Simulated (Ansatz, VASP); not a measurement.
## Ge: VASP beside Ansatz

The input POSCAR:

```
Ge
1.0
    2.7104700000      0.0000000000      0.0000000000
    0.0000000000      2.7104700000      0.0000000000
    0.0000000000      0.0000000000      2.7104700000
Ge
1
Direct
    0.0000000000      0.0000000000      0.0000000000
```

Contents of INCAR.step1:

```
PREC     = Accurate       # precision mode
ENCUT    = 520            # plane-wave cutoff, eV
EDIFF    = 1E-5           # SCF threshold, eV
ISMEAR   = -1             # smearing method
SIGMA    = 0.05           # smearing width, eV
LREAL    = F              # projectors in reciprocal space
LASPH    = T              # aspherical terms in the spheres
NELM     = 60             # most SCF steps
ALGO     = Normal         # electronic algorithm
ISIF     = 2              # what is computed and relaxed
LWAVE    = T              # write WAVECAR
LCHARG   = F              # write CHGCAR
NBANDS   = 13             # bands
GGA      = PE             # functional
```

Contents of INCAR.step2:

```
PREC     = Accurate       # precision mode
ENCUT    = 520            # plane-wave cutoff, eV
EDIFF    = 1E-6           # SCF threshold, eV
ISMEAR   = -1             # smearing method
SIGMA    = 0.05           # smearing width, eV
LREAL    = F              # projectors in reciprocal space
LASPH    = T              # aspherical terms in the spheres
NELM     = 60             # most SCF steps
ALGO     = Normal         # electronic algorithm
ISIF     = 2              # what is computed and relaxed
LWAVE    = F              # write WAVECAR
LCHARG   = F              # write CHGCAR
GGA      = PE             # functional
LHFCALC  = T              # exact exchange
AEXX     = 0.25           # exact-exchange fraction
PRECFOCK = Normal       
NBANDS   = 13             # bands
ISTART   = 1
```

File KPOINTS:

```
regular mesh
0
Gamma
  6 6 6
```

input.yaml

```yaml
crystal:
  lattice:
    - [2.71047, 0.0, 0.0]
    - [0.0, 2.71047, 0.0]
    - [0.0, 0.0, 2.71047]
  atoms:
    - { symbol: Ge, position: [0.0, 0.0, 0.0] }
hamiltonian:
  xc: pbe0
  pseudopotentials: { kind: paw }
kpoints:
  mp_grid: { grid: [6, 6, 6] }
scf:
  occupations: { method: fermi_dirac, width: 0.05 }
  n_extra_bands: 6
output:
  forces: true
  stress: true
  eigenvalues: true
  dos: { projected: true, de: 0.05 }
  write_density: true
  write_potential: true
  elf: true
  volumetric_format: npy
```

Alike in both runs: functional PBE0; k mesh 6 × 6 × 6; occupations fermi-dirac, width 0.05 eV; no spin polarisation.

|  | VASP | Ansatz |
| --- | --- | --- |
| version | VASP 6.6.1 | Ansatz 0.2.0 |
| potentials or method | VASP PAW PBE potentials, release 64 (Ge_d) | Ansatz PAW |
| plane-wave cutoff (eV) | 520 | 420 |
| valence electrons in the cell | 14 | 14 |
| task | single point | projected density of states |

Ansatz gave:

| Item | Value |
| --- | --- |
| gap on the k mesh at the Fermi level (eV) | none |
| pressure (GPa) | -2.9 |

Q: What did VASP give for the same quantities?

A: gap on the k mesh at the Fermi level (eV): none; pressure (GPa): -2.8.

A gap of «none» marks a metal or a gap that the smearing closes.

The k mesh is coarse, so the values compare programs but aren't converged.
